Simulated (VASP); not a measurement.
Here is a VASP 6.6.1 calculation.

File INCAR:

```
PREC = Accurate ; ENCUT = 910
EDIFF = 1E-6 ; ISMEAR = -1
SIGMA = 0.05 ; LREAL = False
LASPH = True ; NELM = 120
ALGO = Normal ; ISIF = 2
LWAVE = False ; LCHARG = False
GGA = PS ; NBANDS = 11
GGA_COMPAT = False
```

The input KPOINTS:

```
Automatic mesh
0
Gamma
  13 13 13
```

POSCAR

```
C
1.0
    0.0000000000      1.7714007132      1.7714007132
    1.7714007132      0.0000000000      1.7714007132
    1.7714007132      1.7714007132      0.0000000000
C
2
Direct
    0.7500000000      0.7500000000      0.7500000000
    0.5000000000      0.5000000000      0.5000000000
```

Potentials or basis: VASP PAW PBE potentials, release 64 (C_h).

Launch:

```sh
$ cat potpaw_PBE.64/C_h/POTCAR > POTCAR
$ mpirun -np 1 vasp_std > vasp.out
```

Predict the band gap on the k mesh.

4.06 eV, indirect (least direct gap 5.60 eV).

Predict the pressure.

4.3 GPa.

Caveat: the cutoff is under 1.25 times the usual one of these potentials, so pressure, stress and relaxed cells hold a basis-set (Pulay) error; the PAW data sets were made with another functional, which shifts forces and pressure a little. A k mesh can miss the band edges.
